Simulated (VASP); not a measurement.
# Si2C3 (P-6m2) in VASP: notebook

Si2C3 is run at these levels: PBE; tasks: single point, relaxation of cell and atoms.

Everything below comes from runs of VASP 6.6.1. Logs are shortened: lines on timing, memory, paths and dates and some standing lists are left out, and cuts for length are marked.

## (1) The cell of the first run

The structure is hexagonal, space group P-6m2 (No. 187). The conventional cell has a = 2.709 Å, b = 2.709 Å, c = 21.659 Å, α = 90.00°, β = 90.00°, γ = 120.00°. Within 3.5 Å of Si (site symmetry -6m2) lie 6 C at 2.67 Å and 6 Si at 2.71 Å. Si (site symmetry 3m) has 9 Si at 2.67 to 2.71 Å and 3 C at 2.67 Å within 3.5 Å. Si (site symmetry -6m2) has 12 Si at 2.67 to 2.71 Å within 3.5 Å. C (site symmetry 3m) has 12 C at 2.67 to 2.71 Å within 3.5 Å. C (site symmetry 3m) has 3 Si at 2.67 Å and 9 C at 2.67 to 2.71 Å within 3.5 Å. C (site symmetry 3m) has 3 Si at 2.67 Å and 9 C at 2.67 to 2.71 Å within 3.5 Å.

## (2) Single point, PBE, collinear spin, ferromagnetic start

INCAR

```
PREC = Accurate
ENCUT = 520
EDIFF = 1E-7
ISMEAR = 0
SIGMA = 0.1
LREAL = False
LASPH = True
NELM = 150
ALGO = Normal
ISIF = 2
LWAVE = False
LCHARG = True
ISPIN = 2
MAGMOM = 0 0 0 0 1 1 1 1 1 1
LORBIT = 11
GGA = PE
LELF = True
LVHAR = True
NBANDS = 35
```

KPOINTS

```
regular mesh
0
Gamma
  6 6 1
```

POSCAR

```
Si2C3
1.0
    2.7091322400      0.0000000000      0.0000000000
   -1.3545661200      2.3461773400      0.0000000000
    0.0000000000      0.0000000000     21.6593114300
Si C
4 6
Direct
    0.3333333300      0.6666666700      0.0000000000
    0.3333333300      0.6666666700      0.4000000000
    0.3333333300      0.6666666700      0.6000000000
    0.6666666700      0.3333333300      0.5000000000
    0.3333333300      0.6666666700      0.2000000000
    0.3333333300      0.6666666700      0.8000000000
    0.6666666700      0.3333333300      0.1000000000
    0.6666666700      0.3333333300      0.3000000000
    0.6666666700      0.3333333300      0.7000000000
    0.6666666700      0.3333333300      0.9000000000
```

Potentials or basis: VASP PAW PBE potentials, release 64 (Si, C).

Launch:

```
cat potpaw_PBE.64/Si/POTCAR potpaw_PBE.64/C/POTCAR > POTCAR
mpirun -np 1 vasp_std > vasp.out
```

OUTCAR:

```text
PREC = Accurate
   ENCUT = 520
   EDIFF = 1E-7
   ISMEAR = 0
   LREAL = False
   LASPH = True
   NELM = 150
   ISIF = 2
   ISPIN = 2
   LORBIT = 11
   GGA = PE

 ion  position               nearest neighbor table
   1  0.333  0.667  0.000-
   2  0.333  0.667  0.400-   4 2.67   4 2.67   4 2.67
   3  0.333  0.667  0.600-   4 2.67   4 2.67   4 2.67
   4  0.667  0.333  0.500-   2 2.67   3 2.67   2 2.67   3 2.67   2 2.67   3 2.67
   5  0.333  0.667  0.200-
   6  0.333  0.667  0.800-
   7  0.667  0.333  0.100-
   8  0.667  0.333  0.300-
   9  0.667  0.333  0.700-
  10  0.667  0.333  0.900-

  LATTYP: Found a hexagonal cell.
 ALAT       =     2.7091322400
 C/A-ratio  =     7.9949258697

  Lattice vectors:

 A1 = (   2.7091322400,   0.0000000000,   0.0000000000)
 A2 = (  -1.3545661200,   2.3461773400,   0.0000000000)
 A3 = (   0.0000000000,   0.0000000000,  21.6593114300)

Analysis of symmetry for initial positions (statically):
=====================================================================
 Subroutine PRICEL returns:
 Original cell was already a primitive cell.

 Routine SETGRP: Setting up the symmetry group for a
 hexagonal supercell.

 Subroutine GETGRP returns: Found 12 space group operations
 (whereof 12 operations were pure point group operations)
 out of a pool of 24 trial point group operations.

The static configuration has the point symmetry D_3h.

Analysis of symmetry for dynamics (positions and initial velocities):
=====================================================================
 Subroutine PRICEL returns:
 Original cell was already a primitive cell.

 Routine SETGRP: Setting up the symmetry group for a
 hexagonal supercell.

 Subroutine GETGRP returns: Found 12 space group operations
 (whereof 12 operations were pure point group operations)
 out of a pool of 24 trial point group operations.

The dynamic configuration has the point symmetry D_3h.

Analysis of structural, dynamic, and magnetic symmetry:
=====================================================================
 Subroutine PRICEL returns:
 Original cell was already a primitive cell.

 Routine SETGRP: Setting up the symmetry group for a
 hexagonal supercell.

 Subroutine GETGRP returns: Found 12 space group operations
 (whereof 12 operations were pure point group operations)
 out of a pool of 24 trial point group operations.

The overall configuration has the point symmetry D_3h.

 Subroutine INISYM returns: Found 12 space group operations
 (whereof 12 operations are pure point group operations),
 and found     1 'primitive' translations

----------------------------------------------------------------------------------------

                                     Primitive cell

  volume of cell :     137.6689

  direct lattice vectors                    reciprocal lattice vectors
     2.709132240  0.000000000  0.000000000     0.369121885  0.213112620  0.000000000
    -1.354566120  2.346177340  0.000000000     0.000000000  0.426225240  0.000000000
     0.000000000  0.000000000 21.659311430     0.000000000  0.000000000  0.046169519

  length of vectors
     2.709132240  2.709132238 21.659311430     0.426225240  0.426225240  0.046169519

  position of ions in fractional coordinates (direct lattice)
     0.333333330  0.666666670  0.000000000
     0.333333330  0.666666670  0.400000000
     0.333333330  0.666666670  0.600000000
     0.666666670  0.333333330  0.500000000
     0.333333330  0.666666670  0.200000000
     0.333333330  0.666666670  0.800000000
     0.666666670  0.333333330  0.100000000
     0.666666670  0.333333330  0.300000000
     0.666666670  0.333333330  0.700000000
     0.666666670  0.333333330  0.900000000

  ion indices of the primitive-cell ions
[... 48 lines left out ...]
   number of dos      NEDOS =    301   number of ions     NIONS =     10
   total plane-waves  NPLWV =  64800
   dimension x,y,z NGX =    20 NGY =   20 NGZ =  162
   dimension x,y,z NGXF=    40 NGYF=   40 NGZF=  324
   ions per type =               4   6
   NGX,Y,Z   is equivalent  to a cutoff of  12.27, 12.27, 12.43 a.u.
   NGXF,Y,Z  is equivalent  to a cutoff of  24.55, 24.55, 24.87 a.u.
 SYSTEM =  unknown system
   PREC   = accura    normal or accurate (medium, high low for compatibility)
   ISTART =      0    job   : 0-new  1-cont  2-samecut
   ICHARG =      2    charge: 1-file 2-atom 10-const
   ISPIN  =      2    spin polarized calculation?
   LNONCOLLINEAR =      F non collinear calculations
   LSORBIT =      F    spin-orbit coupling
   LASPH  =      T    aspherical Exc in radial PAW
   ENCUT  =  520.0 eV  38.22 Ry    6.18 a.u.   5.04  5.04 40.27*2*pi/ulx,y,z
   NELM   =    150;   NELMIN=  2; NELMDL= -5     # of ELM steps
   EDIFF  = 0.1E-06   stopping-criterion for ELM
   LREAL  =      F    real-space projection
   EDIFFG = 0.1E-05   stopping-criterion for IOM
   NSW    =      0    number of steps for IOM
   IBRION =     -1    ionic relax: 0-MD 1-quasi-New 2-CG
   NFREE  =      0    steps in history (QN), initial steepest desc. (CG)
   ISIF   =      2    stress and relaxation
   ISYM   =      2    0-nonsym 1-usesym 2-fastsym
   POTIM  = 0.5000    time-step for ionic-motion
   TEBEG  =    0.0;   TEEND  =   0.0 temperature during run
   PSTRESS=    0.0 pullay stress
   NELECT =      40.0000    total number of electrons
   NUPDOWN=      -1.0000    fix difference up-down
   EMIN   =  10.00;   EMAX   =-10.00  energy-range for DOS
   EFERMI =   0.00;   METHOD = LEGACY
   ISMEAR =     0;   SIGMA  =   0.10  broadening in eV -4-tet -1-fermi 0-gaus
   EFERMI_NEDOS =   21; number of points for ismear=-14 and -15
   IALGO  =     38    algorithm
   IMIX   =      4    mixing-type and parameters
     AMIX     =   0.40;   BMIX     =  1.00
     AMIX_MAG =   1.60;   BMIX_MAG =  1.00
  volume/ion in A,a.u.               =      13.77        92.90
  Fermi-wavevector in a.u.,A,eV,Ry     =   1.084300  2.049031 15.996468  1.175707
  Thomas-Fermi vector in A             =   2.220387
   LORBIT       =     11    0 simple, 1 ext, 2 COOP (PROOUT), +10 PAW based schemes
   GGA     = PE    functional components
   LHFCALC =     F    Hartree Fock is set to
   AEXX    =    0.0000 exact exchange contribution
   IVDW    =     0    specifies the selected vdW correction
   LEPSILON=     F    determine dielectric tensor
   LRPA    =     F    only Hartree local field effects (RPA)
 spin polarized calculation
 Gauss-broadening in eV      SIGMA  =   0.10
  energy-cutoff  :      520.00
  volume of cell :      137.67
 maximum number of plane-waves:      3753
   NGX = 11   NGY = 11   NGZ = 81

 number of electron      39.9999999 magnetization       0.0034244

 number of electron      39.9999999 magnetization      -0.0005754

 Free energy of the ion-electron system (eV)
  ---------------------------------------------------
  ext. energy  EPLUGINS =         0.00000000
  ---------------------------------------------------
  free energy    TOTEN  =       -42.87732220 eV

  energy without entropy =      -42.82927856  energy(sigma->0) =      -42.85330038

 E-fermi :   4.9559     XC(G=0): -10.4663

 val. band max:        4.9518950654   @ k =   0.1667   0.0000   0.0000
 cond. band min:       4.9562146883   @ k =   0.3333   0.0000   0.0000
 fundamental gap:      0.0043196230
 Fermi energy:         4.9559116256

 spin component 1

 k-point     1 :       0.0000    0.0000    0.0000
  band No.  band energies     occupation
      1      -9.3294      1.00000
      2      -8.1122      1.00000
      3      -8.0520      1.00000
      4      -7.0966      1.00000
      5      -7.0380      1.00000
      6      -5.9639      1.00000
[... 234 lines left out ...]
     31       5.6684      0.00000
     32       6.3260      0.00000
 Fermi energy:         4.9559116256

 spin component 2

 k-point     1 :       0.0000    0.0000    0.0000
  band No.  band energies     occupation
      1      -9.3294      1.00000
      2      -8.1122      1.00000
      3      -8.0520      1.00000
      4      -7.0967      1.00000
      5      -7.0381      1.00000
      6      -5.9640      1.00000
[... 234 lines left out ...]
     31       5.6684      0.00000
     32       6.3258      0.00000
 [bands above 32 left out]

------------------------ aborting loop because EDIFF is reached ----------------------------------------

  FORCE on cell =-STRESS in cart. coord.  units (eV):
  Direction    XX          YY          ZZ          XY          YZ          ZX
  --------------------------------------------------------------------------------------
  -------------------------------------------------------------------------------------
  Total      -14.4790900    -14.4790900    -17.7325823      0.0000000     -0.0000000      0.0000000
  in kB     -168.5063083   -168.5063080   -206.3701501      0.0000000     -0.0000000      0.0000000
  external PRESSURE =    -181.1275888 kB  Pullay stress =       0.0000000 kB

 VOLUME and BASIS-vectors are now :
 -----------------------------------------------------------------------------
  energy-cutoff  :      520.00
  volume of cell :      137.67
      direct lattice vectors                 reciprocal lattice vectors
     2.709132240  0.000000000  0.000000000     0.369121885  0.213112620  0.000000000
    -1.354566120  2.346177340  0.000000000     0.000000000  0.426225240  0.000000000
     0.000000000  0.000000000 21.659311430     0.000000000  0.000000000  0.046169519

 POSITION                                       TOTAL-FORCE (eV/Angst)
 -----------------------------------------------------------------------------------
     -0.00000      1.56412      0.00000         0.000000     -0.000000     -0.000000
     -0.00000      1.56412      8.66372         0.000000     -0.000000     -1.694024
     -0.00000      1.56412     12.99559         0.000000     -0.000000      1.694024
      1.35457      0.78206     10.82966         0.000000     -0.000000     -0.000000
     -0.00000      1.56412      4.33186        -0.000000     -0.000000     -0.098641
     -0.00000      1.56412     17.32745        -0.000000     -0.000000      0.098641
      1.35457      0.78206      2.16593         0.000000      0.000000      0.105257
      1.35457      0.78206      6.49779        -0.000000      0.000000      0.205818
      1.35457      0.78206     15.16152        -0.000000      0.000000     -0.205818
      1.35457      0.78206     19.49338         0.000000      0.000000     -0.105257
 -----------------------------------------------------------------------------------
    total drift:                               -0.000007      0.000004      0.000000

  FREE ENERGIE OF THE ION-ELECTRON SYSTEM (eV)
  ---------------------------------------------------
  free  energy   TOTEN  =       -42.8773222020 eV

  energy  without entropy=      -42.8292785631  energy(sigma->0) =      -42.85330038

 total charge

# of ion       s       p       d       tot
------------------------------------------
    1        0.845   0.615   0.000   1.461
    2        0.829   0.677   0.000   1.506
    3        0.829   0.677   0.000   1.506
    4        0.825   0.742   0.000   1.567
    5        1.083   0.839   0.000   1.922
    6        1.083   0.839   0.000   1.922
    7        1.058   0.918   0.000   1.976
    8        1.059   0.916   0.000   1.975
    9        1.059   0.916   0.000   1.975
   10        1.058   0.918   0.000   1.976
--------------------------------------------------
tot          9.728   8.056   0.000  17.784

 magnetization (x)

# of ion       s       p       d       tot
------------------------------------------
    1        0.000   0.000   0.000   0.000
    2       -0.000  -0.000   0.000  -0.000
    3       -0.000  -0.000   0.000  -0.000
    4       -0.000  -0.000   0.000  -0.000
    5       -0.000  -0.000   0.000  -0.000
    6       -0.000  -0.000   0.000  -0.000
    7       -0.000  -0.000   0.000  -0.000
    8       -0.000  -0.000   0.000  -0.000
    9       -0.000  -0.000   0.000  -0.000
   10       -0.000  -0.000   0.000  -0.000
--------------------------------------------------
tot         -0.000  -0.000   0.000  -0.000
```

Wall time 2.6 min (1 thread of Intel Xeon Platinum 8259CL at 2.50GHz (Skylake/Cascade Lake), shared host); peak memory 0.31 GiB.

Results:

- Free energy: -42.8773 eV
- Pressure: -18.1 GPa
- Largest force: 1.694 eV/Å
- Band gap on the k mesh: zero (filled and empty bands overlap)
- Net moment: 0.00 μB per cell
- Valence electrons inside the program's atomic spheres: Si 1.46, 1.51, 1.57; C 1.92, 1.98

Forces in eV/Å, atoms in the order of the input:
```
Si   0.000  0.000  0.000
Si   0.000  0.000 -1.694
Si   0.000  0.000  1.694
Si   0.000  0.000  0.000
C    0.000  0.000 -0.099
C    0.000  0.000  0.099
C    0.000  0.000  0.105
C    0.000  0.000  0.206
C    0.000  0.000 -0.206
C    0.000  0.000 -0.105
```

Stress tensor (GPa, compression positive):
```
-16.85   0.00   0.00
  0.00 -16.85   0.00
  0.00   0.00 -20.64
```

Caveat: the k points lie up to 0.45 Å⁻¹ apart; forces of over 1 eV/Å act on the atoms, so gaps and moduli don't describe the material at rest.

## (3) Relaxation of cell and atoms, PBE

This run uses another cell than the first one, of 9.31 Å³/atom, 0.677 times its volume.

INCAR

```
SYSTEM = Si2C3
ALGO     = Normal         ! electronic algorithm
EDIFF    = 1E-7           ! SCF threshold, eV
EDIFFG   = -0.04          ! ionic threshold
ENCUT    = 600            ! plane-wave cutoff, eV
GGA      = PE             ! functional
IBRION   = 2              ! ionic algorithm
ISIF     = 3              ! what is computed and relaxed
ISMEAR   = 0              ! smearing method
LASPH    = .TRUE.         ! aspherical terms in the spheres
LCHARG   = .FALSE.        ! write CHGCAR
LREAL    = .FALSE.        ! projectors in reciprocal space
LWAVE    = .FALSE.        ! write WAVECAR
NELM     = 80             ! most SCF steps
NSW      = 90             ! ionic steps
PREC     = Accurate       ! precision mode
SIGMA    = 0.1            ! smearing width, eV
```

KPOINTS

```
k-points
0
G
  6 6 2
  0 0 0
```

POSCAR

```
Si2C3
1.0
    2.7740089462      0.0000000000      0.0000000000
   -1.3870044731      2.4023622178      0.0000000000
    0.0000000000      0.0000000000     13.9776036377
Si C
4 6
Direct
    0.3333333333      0.6666666667      0.0000000000
    0.3333333333      0.6666666667      0.3490121471
    0.3333333333      0.6666666667      0.6509878529
    0.6666666667      0.3333333333      0.5000000000
    0.3333333333      0.6666666667      0.1409187365
    0.3333333333      0.6666666667      0.8590812635
    0.6666666667      0.3333333333      0.1772026471
    0.6666666667      0.3333333333      0.2881401432
    0.6666666667      0.3333333333      0.7118598568
    0.6666666667      0.3333333333      0.8227973529
```

Potentials or basis: VASP PAW PBE potentials, release 64 (Si, C).

Launch:

```
cat potpaw_PBE.64/Si/POTCAR potpaw_PBE.64/C/POTCAR > POTCAR
mpirun -np 1 vasp_std > vasp.out
```

It took 4.2 min on 1 thread of Intel Xeon Platinum 8259CL at 2.50GHz (Skylake/Cascade Lake), shared host; peak memory 0.25 GiB.

Results (log left out):

```
Free energy                            : -70.0880 eV
Relaxed volume                         : 9.29 Å³/atom
Relaxed cell                           : a = 2.783 Å, b = 2.783 Å, c = 13.856 Å, α = 90.00°, β = 90.00°, γ = 120.00°
Space group after relaxing (to 0.05 Å) : P-6m2 (No. 187)
Energy gained by relaxing              : 1.6 meV/atom
Ionic steps                            : 10
Pressure after relaxing                : -0.1 GPa
Largest force after relaxing           : 0.027 eV/Å
Band gap on the k mesh                 : zero (band 20 reaches 11.62 eV, above the bottom of band 21 at 7.67 eV)
```

Forces on the atoms (eV/Å):
```
Si   0.000  0.000  0.000
Si   0.000  0.000  0.012
Si   0.000  0.000 -0.012
Si   0.000  0.000  0.000
C    0.000  0.000  0.002
C    0.000  0.000 -0.002
C    0.000  0.000 -0.027
C    0.000  0.000  0.003
C    0.000  0.000 -0.003
C    0.000  0.000  0.027
```

The path:
| step | energy change (eV) | largest force (eV/Å) | pressure (GPa) | volume (Å³) |
| --- | --- | --- | --- | --- |
| 1 | 0.0000 | 0.1212 | -0.28 | 93.15 |
| 2 | -0.0094 | 0.2167 | 0.43 | 92.92 |
| 3 | -0.0106 | 0.1699 | 0.23 | 92.98 |
| 4 | -0.0133 | 0.0794 | -0.27 | 93.11 |
| 5 | -0.0133 | 0.0823 | -0.28 | 93.12 |
| 6 | -0.0150 | 0.0859 | -0.09 | 92.96 |
| 7 | -0.0157 | 0.0903 | 0.12 | 92.80 |
| 8 | -0.0163 | 0.0761 | 0.14 | 92.81 |
| 9 | -0.0163 | 0.0634 | 0.14 | 92.81 |
| 10 | -0.0165 | 0.0266 | -0.05 | 92.93 |

Final structure:
```cif
data_structure
_symmetry_space_group_name_H-M 'P 1'
_symmetry_Int_Tables_number 1
_cell_length_a 2.7828
_cell_length_b 2.7828
_cell_length_c 13.8564
_cell_angle_alpha 90.000
_cell_angle_beta 90.000
_cell_angle_gamma 120.000
_cell_volume 92.93
loop_
_atom_site_label
_atom_site_type_symbol
_atom_site_fract_x
_atom_site_fract_y
_atom_site_fract_z
_atom_site_occupancy
Si1 Si 0.33333 0.66667 0.00000 1
Si2 Si 0.33333 0.66667 0.35095 1
Si3 Si 0.33333 0.66667 0.64905 1
Si4 Si 0.66667 0.33333 0.50000 1
C1 C 0.33333 0.66667 0.14153 1
C2 C 0.33333 0.66667 0.85847 1
C3 C 0.66667 0.33333 0.17828 1
C4 C 0.66667 0.33333 0.28970 1
C5 C 0.66667 0.33333 0.71030 1
C6 C 0.66667 0.33333 0.82172 1
```

Levels at points of the mesh, in eV from the Fermi level:
| k point | band 17 | band 18 | band 19 | band 20 | band 21 | band 22 | band 23 | band 24 |
| --- | --- | --- | --- | --- | --- | --- | --- | --- |
| (0.00, 0.00, 0.00) | 0.09 | 0.12 | 0.12 | 1.85 | 4.23 | 4.25 | 4.89 | 4.89 |
| (0.50, 0.00, 0.00) | -3.50 | -2.18 | -2.01 | -1.96 | -0.64 | 0.99 | 3.04 | 3.19 |
| (0.00, 0.00, 0.50) | 0.11 | 0.11 | 0.46 | 1.28 | 4.19 | 4.27 | 4.90 | 4.90 |
| (0.50, 0.00, 0.50) | -3.62 | -2.24 | -1.99 | -1.98 | -0.79 | 1.41 | 2.94 | 3.19 |

Caveat: the k points lie up to 0.43 Å⁻¹ apart in the final cell.

(Part 1 of 2 ends here.)
